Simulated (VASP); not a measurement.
Wanted: the native input for a VASP 6.6.1 run.

- Task: relaxation of cell and atoms
- Functional: RPBE
- Potentials or basis: VASP PAW PBE potentials, release 64 (Ni)
- Cutoff: 600 eV
- k mesh: 15 × 15 × 15
- Occupations: fermi-dirac, width 0.05 eV
- Spin: collinear spin, ferromagnetic start
- Starting moments: [0.8] μB
- Dipole correction: no
- Further INCAR settings: ALGO = Normal; EDIFF = 1e-07; IBRION = 2; EDIFFG = -0.01; NSW = 80; ISIF = 3

The structure of Ni lies in POSCAR:

```
Ni
1.0
    0.0000000000      1.7619400000      1.7619400000
    1.7619400000      0.0000000000      1.7619400000
    1.7619400000      1.7619400000      0.0000000000
Ni
1
Direct
    0.0000000000      0.0000000000      0.0000000000
```

These files were run (other wordings do the same):

INCAR

```
ALGO = Normal
EDIFF = 1E-7
EDIFFG = -0.01
ENCUT = 600
GGA = RP
IBRION = 2
ISIF = 3
ISMEAR = -1
ISPIN = 2
LASPH = T
LCHARG = F
LMAXMIX = 4
LORBIT = 11
LREAL = F
LWAVE = F
MAGMOM = 0.8
NELM = 150
NSW = 80
PREC = Accurate
SIGMA = 0.05
```

KPOINTS

```
k-points
0
Gamma
  15 15 15
```

Potentials or basis: VASP PAW PBE potentials, release 64 (Ni).

Command:

```sh
$ cat potpaw_PBE.64/Ni/POTCAR > POTCAR
$ mpirun -np 1 vasp_std > vasp.out
```

Results of the run:

| Quantity | Value |
| --- | --- |
| Relaxed volume | 11.22 Å³/atom |
| Relaxed cell | a = 2.513 Å, b = 2.513 Å, c = 2.513 Å, α = 60.00°, β = 60.00°, γ = 60.00° |
| Space group after relaxing (to 0.05 Å) | Fm-3m (No. 225) |
| Energy gained by relaxing | 4.1 meV/atom |
| Ionic steps | 3 |
| Pressure after relaxing | 0.0 GPa |
| Net moment | 0.65 μB per cell |
| Site moments | Ni +0.67 μB |
| Valence electrons inside the program's atomic spheres | Ni 9.25 |

Caveat: the PAW data sets were made with another functional, which shifts forces and pressure a little.

It took 44 s on 1 thread of AMD EPYC 9R45 96-Core Processor (Zen 5), on a shared host, peak memory 0.12 GiB.
